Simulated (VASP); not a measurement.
Ca:

```
CELL_PARAMETERS angstrom
4.08342 0.00000 0.00000
-2.04171 3.53635 0.00000
0.00000 0.00000 6.68943
ATOMIC_POSITIONS crystal
Ca 0.33333 0.66667 0.25000
Ca 0.66667 0.33333 0.75000
```

This isn't the form of Ca at room conditions, which is fcc.

| Property | Result |
| --- | --- |
| Program | VASP 6.6.1 |
| Task | relaxation of cell and atoms |
| Functional | PBEsol |
| Potentials or basis | VASP PAW PBE potentials, release 64 (Ca_sv) |
| Cutoff | 500 eV |
| k mesh | 10 × 10 × 5, shifted |
| Occupations | fermi-dirac, width 0.05 eV |
| Spin | no spin polarisation |

At the start: pressure -2.3 GPa; volume 48.30 Å³/atom.

Problem. How do energy, volume and symmetry change on relaxing?

Solution. Over 8 steps the energy falls by 60.9 meV/atom and the volume is 40.78 Å³/atom (-15.6 %); space group P6_3/mmc (No. 194, to 0.1 Å) before and after.

The path:
```csv
step,energy change (eV),largest force (eV/Å),pressure (GPa),volume (Å³)
1,0.0000,0.0002,-2.30,96.60
2,-0.1016,0.0008,-1.08,87.24
3,-0.1213,0.0014,-0.15,82.28
4,-0.1216,0.0015,0.01,81.55
5,-0.1216,0.0015,-0.06,81.84
6,-0.1216,0.0020,-0.06,81.83
7,-0.1217,0.0029,-0.05,81.81
8,-0.1217,0.0030,0.00,81.57
```

Final structure:
```cif
data_structure
_symmetry_space_group_name_H-M 'P 1'
_symmetry_Int_Tables_number 1
_cell_length_a 3.8599
_cell_length_b 3.8599
_cell_length_c 6.3333
_cell_angle_alpha 90.000
_cell_angle_beta 90.000
_cell_angle_gamma 120.184
_cell_volume 81.57
loop_
_atom_site_label
_atom_site_type_symbol
_atom_site_fract_x
_atom_site_fract_y
_atom_site_fract_z
_atom_site_occupancy
Ca1 Ca 0.33340 0.66660 0.25000 1
Ca2 Ca 0.66660 0.33340 0.75000 1
```

Caveat: the volume moved by over 15 % at a fixed basis, so the end points are rough; the PAW data sets were made with another functional, which shifts forces and pressure a little.
